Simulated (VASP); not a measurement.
MoSe3:

```xyz
4
Lattice="0.0000 3.6967 3.6967 3.6967 0.0000 3.6967 3.6967 3.6967 0.0000" Properties=species:S:1:pos:R:3 pbc="T T T"
Mo    0.0000    0.0000    0.0000
Se    3.6967    3.6967    3.6967
Se    1.8483    1.8483    1.8483
Se    5.5450    5.5450    5.5450
```

The cell was built from a structure type or drawn by symmetry, and may not be a known phase.

```yaml
Program: VASP 6.6.1
Task: relaxation of cell and atoms
Functional: PBE
Potentials_or_basis: VASP PAW PBE potentials, release 64 (Mo_sv, Se)
Cutoff: 500 eV
k_mesh: 3 × 3 × 3
Occupations: gaussian, width 0.15 eV
Spin: collinear spin
Starting_moments: "[1.0, 0.0, 0.0, 0.0] μB"
```

At the start: pressure -18.0 GPa; volume 25.26 Å³/atom.

Problem. Where does the relaxation end?

Solution. Over 3 steps the energy falls by 626.1 meV/atom and the volume is 17.47 Å³/atom (-30.8 %); space group Fm-3m (No. 225, to 0.1 Å) before and after; moment 0.00 μB per cell.

The path:
```
step  energy change (eV)  largest force (eV/Å)  pressure (GPa)  volume (Å³)
   1              0.0000                0.0000          -17.96       101.03
   2             -2.3644                0.0000            9.89        65.02
   3             -2.5045                0.0000           -0.02        69.89
```

Final structure:
```yaml
crystal:
  lattice:
    - [0.00000, 3.26942, 3.26942]
    - [3.26942, 0.00000, 3.26942]
    - [3.26942, 3.26942, 0.00000]
  atoms:
    - { symbol: Mo, position: [0.00000, 0.00000, 0.00000] }
    - { symbol: Se, position: [0.50000, 0.50000, 0.50000] }
    - { symbol: Se, position: [0.25000, 0.25000, 0.25000] }
    - { symbol: Se, position: [0.75000, 0.75000, 0.75000] }
```

Caveat: the k points lie up to 0.55 Å⁻¹ apart in the final cell, too coarse for converged energies and pressures of a metal; the volume moved by over 15 % at a fixed basis, so the end points are rough.
